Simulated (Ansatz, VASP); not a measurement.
**Two plane-wave programs on SiO2**

```xyz
6
Lattice="4.0701 0.0000 0.0000 0.0000 4.0701 0.0000 0.0000 0.0000 2.5968" Properties=species:S:1:pos:R:3 pbc="T T T"
Si    0.0000    0.0000    0.0000
Si    2.0351    2.0351    1.2984
O     1.2451    1.2451    0.0000
O     0.7900    3.2801    1.2984
O     2.8251    2.8251    0.0000
O     3.2801    0.7900    1.2984
```

Alike in both runs: task single point; functional LDA; k mesh 6 × 6 × 8; no spin polarisation.

```csv
,VASP,Ansatz
version,VASP 6.6.1,Ansatz 0.2.0
potentials or method,"VASP PAW LDA potentials, release 64 (Si, O), cutoff 520 eV","plane waves, PAW"
occupations,"gaussian, width 0.01 eV",fixed
valence electrons in the cell,32,32
```

Ansatz gave:

| Quantity | Value |
| --- | --- |
| pressure (GPa) | 25.8 |
| traceless stress, the component that is largest in VASP (GPa) | 4.69 |

Question: Estimate VASP's values.

Answer: Pressure (GPa): 27.2; traceless stress, the component that is largest in VASP (GPa): 5.48.

LDA's correlation is that of Perdew and Zunger in VASP and of Perdew and Wang (1992) in Ansatz.
